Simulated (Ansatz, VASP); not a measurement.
## Two plane-wave programs on Bi

```
CELL_PARAMETERS angstrom
2.26540 1.30793 3.94078
-2.26540 1.30793 3.94078
0.00000 -2.61586 3.94078
ATOMIC_POSITIONS crystal
Bi 0.23389 0.23389 0.23389
Bi 0.76611 0.76611 0.76611
```

Change from the starting cell: volume scaled by 0.99, PAW files.

Alike in both runs: task electric field gradients; functional PBEsol; k mesh 10 × 10 × 10; occupations fermi-dirac, width 0.03 eV; no spin polarisation.

|  | VASP | Ansatz |
| --- | --- | --- |
| version | VASP 6.6.1 | Ansatz 0.2.0 |
| potentials or method | VASP PAW PBE potentials, release 64 (Bi_d) | PAW with Ansatz's default frozen-core files, scalar-relativistic |
| plane-wave cutoff (eV) | 520 | 420 |
| valence electrons in the cell | 30 | 30 |

```csv
,VASP,Ansatz,Ansatz less VASP
pressure (GPa),-0.2,-0.2,+0.06
rms of the force components (eV/Å),0.095,0.091,-0.0039
size of Vzz on the site where it differs most (V/Å²),28.5,30.5,+2.00
```

VASP's potentials were made for PBE, not for PBEsol. Atom by atom the forces differ by 0.004 eV/Å (rms over components).

Neither program's run includes spin-orbit coupling.
